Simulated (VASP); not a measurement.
# Hf2S (P6_3/mmc) in VASP: further runs, part 2 of 2

VASP 6.6.1. The steps go on from the part before.

### 3 Relaxation of shape and atoms at fixed volume, PBEsol (20.74 Å³/atom)

This run uses another cell than the first one, of 20.74 Å³/atom.

The input, INCAR:

```
SYSTEM = Hf2S
  PREC = Accurate
  ENCUT = 600
  EDIFF = 1E-6
  ISMEAR = 0
  SIGMA = 0.1
  LREAL = .FALSE.
  LASPH = .TRUE.
  NELM = 100
  ALGO = Normal
  ISIF = 4
  LWAVE = .FALSE.
  LCHARG = .FALSE.
  GGA = PS
  IBRION = 2
  NSW = 50
  EDIFFG = -0.01
```

The input, KPOINTS:

```
regular mesh
0
G
  12 12 4
  0 0 0
```

The input, POSCAR:

```
Hf2S
1.0
    3.4658945608      0.0000000000      0.0000000000
   -1.7329472804      3.0015527364      0.0000000000
    0.0000000000      0.0000000000     11.9621156149
Hf S
4 2
Direct
    0.6666666667      0.3333333333      0.8983447897
    0.3333333333      0.6666666667      0.3983447897
    0.6666666667      0.3333333333      0.6016552103
    0.3333333333      0.6666666667      0.1016552103
    0.0000000000      0.0000000000      0.7500000000
    0.0000000000      0.0000000000      0.2500000000
```

Potentials or basis: VASP PAW PBE potentials, release 64 (Hf_pv, S).

Run with:

```bash
cat potpaw_PBE.64/Hf_pv/POTCAR potpaw_PBE.64/S/POTCAR > POTCAR
mpirun -np 1 vasp_std > vasp.out
```

OUTCAR:

```text
SYSTEM = Hf2S
   PREC = Accurate
   ENCUT = 600
   EDIFF = 1E-6
   ISMEAR = 0
   LREAL = .FALSE.
   LASPH = .TRUE.
   NELM = 100
   ISIF = 4
   GGA = PS
   IBRION = 2
   NSW = 50
   EDIFFG = -0.01

 ion  position               nearest neighbor table
   1  0.667  0.333  0.898-   5 2.67   5 2.67   5 2.67   4 3.15   4 3.15   4 3.15   3 3.55
   2  0.333  0.667  0.398-   6 2.67   6 2.67   6 2.67   3 3.15   3 3.15   3 3.15   4 3.55
   3  0.667  0.333  0.602-   5 2.67   5 2.67   5 2.67   2 3.15   2 3.15   2 3.15   1 3.55
   4  0.333  0.667  0.102-   6 2.67   6 2.67   6 2.67   1 3.15   1 3.15   1 3.15   2 3.55
   5  0.000  0.000  0.750-   1 2.67   3 2.67   1 2.67   3 2.67   1 2.67   3 2.67
   6  0.000  0.000  0.250-   2 2.67   4 2.67   2 2.67   4 2.67   2 2.67   4 2.67

  LATTYP: Found a hexagonal cell.
 ALAT       =     3.4658945608
 C/A-ratio  =     3.4513789745

  Lattice vectors:

 A1 = (   3.4658945608,   0.0000000000,   0.0000000000)
 A2 = (  -1.7329472804,   3.0015527364,   0.0000000000)
 A3 = (   0.0000000000,   0.0000000000,  11.9621156149)

Analysis of symmetry for initial positions (statically):
=====================================================================
 Subroutine PRICEL returns:
 Original cell was already a primitive cell.
[... 189 lines left out ...]
  -------------------------------------------------------------------------------------
  Total       -8.8226323     -8.8226323     -9.4668044      0.0000000      0.0000000      0.0000000
  in kB     -113.5898283   -113.5898283   -121.8834291      0.0000000      0.0000000      0.0000000
  external PRESSURE =    -116.3543619 kB  Pullay stress =       0.0000000 kB
[... 147 lines left out ...]
--------------------------------------- Ionic step        5  -------------------------------------------

 number of electron      52.0000005 magnetization

 Free energy of the ion-electron system (eV)
  ---------------------------------------------------
  ext. energy  EPLUGINS =         0.00000000
  ---------------------------------------------------
  free energy    TOTEN  =       -57.00672623 eV

  energy without entropy =      -56.99249641  energy(sigma->0) =      -56.99961132

 E-fermi :   5.7246     XC(G=0): -11.1617

 val. band max:        5.7214555476   @ k =   0.2500   0.0833   0.0000
 cond. band min:       5.7360691170   @ k =   0.0833   0.0833   0.0000
 fundamental gap:      0.0146135694
 Fermi energy:         5.7246065720

 k-point     1 :       0.0000    0.0000    0.0000
  band No.  band energies     occupation
      1     -25.6882      2.00000
      2     -25.5883      2.00000
      3     -25.3481      2.00000
      4     -25.2983      2.00000
      5     -25.2983      2.00000
      6     -25.2901      2.00000
[... 805 lines left out ...]
     30       7.2165      0.00000
     31       7.7929      0.00000

 [... further k-points ...]

------------------------ aborting loop because EDIFF is reached ----------------------------------------

  FORCE on cell =-STRESS in cart. coord.  units (eV):
  Direction    XX          YY          ZZ          XY          YZ          ZX
  --------------------------------------------------------------------------------------
  -------------------------------------------------------------------------------------
  Total       -8.9645310     -8.9645310     -8.9868303      0.0000000      0.0000000      0.0000000
  in kB     -115.4167484   -115.4167484   -115.7038480      0.0000000      0.0000000      0.0000000
  external PRESSURE =    -115.5124483 kB  Pullay stress =       0.0000000 kB
[... 21 lines left out ...]
  FREE ENERGIE OF THE ION-ELECTRON SYSTEM (eV)
  ---------------------------------------------------
  free  energy   TOTEN  =       -57.0067262280 eV

  energy  without entropy=      -56.9924964096  energy(sigma->0) =      -56.99961132

 reached required accuracy - stopping structural energy minimisation
```

CONTCAR:

```text
Hf2S
   1.00000000000000
     3.4728827262787276    0.0000000000000000    0.0000000000000000
    -1.7364413631393638    3.0076046652565318    0.0000000000000000
    -0.0000000000000000    0.0000000000000000   11.9140234985679498
  Hf              S
     4     2
Direct
     0.6666666667000030    0.3333333332999970    0.8983238739001350
     0.3333333332999970    0.6666666667000030    0.3983238739001349
     0.6666666667000030    0.3333333332999970    0.6016761260998650
     0.3333333332999970    0.6666666667000030    0.1016761260998651
     0.0000000000000000    0.0000000000000000    0.7500000000000000
     0.0000000000000000    0.0000000000000000    0.2500000000000000

  0.00000000E+00  0.00000000E+00  0.00000000E+00
  0.00000000E+00  0.00000000E+00  0.00000000E+00
  0.00000000E+00  0.00000000E+00  0.00000000E+00
  0.00000000E+00  0.00000000E+00  0.00000000E+00
  0.00000000E+00  0.00000000E+00  0.00000000E+00
  0.00000000E+00  0.00000000E+00  0.00000000E+00
```

Run time: 8.3 min. Hardware: 1 thread of Intel Xeon Platinum 8488C (Sapphire Rapids), shared host; peak memory 0.4 GiB.

What came out:

```
Free energy                  : -57.0067 eV
Energy gained by relaxing    : 0.2 meV/atom
Ionic steps                  : 5
Pressure after relaxing      : -11.6 GPa
Largest force after relaxing : 0.006 eV/Å
Band gap on the k mesh       : zero (bands 26 and 27 overlap by 0.93 eV)
```

Forces on the atoms (eV/Å):
```
Hf   0.000  0.000 -0.006
Hf   0.000  0.000 -0.006
Hf   0.000  0.000  0.006
Hf   0.000  0.000  0.006
S    0.000  0.000  0.000
S    0.000  0.000  0.000
```

Step by step:
```csv
step,energy change (eV),largest force (eV/Å),pressure (GPa),volume (Å³)
1,0.0000,0.0047,-11.64,124.44
2,-0.0013,0.0082,-11.56,124.44
3,-0.0013,0.0107,-11.55,124.44
4,-0.0013,0.0102,-11.55,124.44
5,-0.0013,0.0056,-11.55,124.44
```

Final structure:
```yaml
crystal:
  lattice:
    - [3.47288, 0.00000, 0.00000]
    - [-1.73644, 3.00760, 0.00000]
    - [0.00000, 0.00000, 11.91402]
  atoms:
    - { symbol: Hf, position: [0.66667, 0.33333, 0.89832] }
    - { symbol: Hf, position: [0.33333, 0.66667, 0.39832] }
    - { symbol: Hf, position: [0.66667, 0.33333, 0.60168] }
    - { symbol: Hf, position: [0.33333, 0.66667, 0.10168] }
    - { symbol: S, position: [0.00000, 0.00000, 0.75000] }
    - { symbol: S, position: [0.00000, 0.00000, 0.25000] }
```

Caveat: the PAW data sets were made with another functional, which shifts forces and pressure a little; spin-orbit coupling is left out, which moves the levels of the heavy elements.
